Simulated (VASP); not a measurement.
Set up this calculation in VASP 6.6.1, as the native input.

```yaml
Task: single point
Functional: PBE
Potentials_or_basis: VASP PAW PBE potentials, release 64 (Hf_pv, Ti_sv, N)
Cutoff: 520 eV
k_mesh: 12 × 12 × 4
Occupations: gaussian, width 0.1 eV
Spin: no spin polarisation
Dipole_correction: no
Further_INCAR_settings: ALGO = Normal; EDIFF = 1e-07; NBANDS = 41
```

The structure of Hf3TiN4 lies in POSCAR:

```
Hf3TiN4
1.0
    3.1761794113      0.0000000000      0.0000000000
    0.0000000000      3.1761794113      0.0000000000
    0.0000000000      0.0000000000      8.9784124060
Hf Ti N
3 1 4
Direct
    0.5000000000      0.5000000000      0.2401397753
    0.0000000000      0.0000000000      0.5000000000
    0.5000000000      0.5000000000      0.7598602247
    0.0000000000      0.0000000000      0.0000000000
    0.0000000000      0.0000000000      0.2461681232
    0.5000000000      0.5000000000      0.5000000000
    0.0000000000      0.0000000000      0.7538318768
    0.5000000000      0.5000000000      0.0000000000
```

These files were run (other wordings do the same):

INCAR

```
SYSTEM = Hf3TiN4
PREC = Accurate
ENCUT = 520
EDIFF = 1E-7
ISMEAR = 0
SIGMA = 0.1
LREAL = .False.
LASPH = .True.
NELM = 100
ALGO = Normal
ISIF = 2
LWAVE = .False.
LCHARG = .False.
GGA = PE
NBANDS = 41
```

KPOINTS

```
Automatic mesh
0
Gamma
  12 12 4
  0 0 0
```

Potentials or basis: VASP PAW PBE potentials, release 64 (Hf_pv, Ti_sv, N).

Command:

```console
$ cat potpaw_PBE.64/Hf_pv/POTCAR potpaw_PBE.64/Ti_sv/POTCAR potpaw_PBE.64/N/POTCAR > POTCAR
$ mpirun -np 1 vasp_std > vasp.out
```

Results of the run:

The pressure is -1.8 GPa and the largest force is 0.057 eV/Å. The band gap on the k mesh is zero (bands 31 and 32 overlap by 3.17 eV).

Caveat: spin-orbit coupling is left out, which moves the levels of the heavy elements.

It took 5.8 min on 1 thread of Intel(R) Xeon(R) Platinum 8488C (Sapphire Rapids) (shared host), peak memory 0.38 GiB.
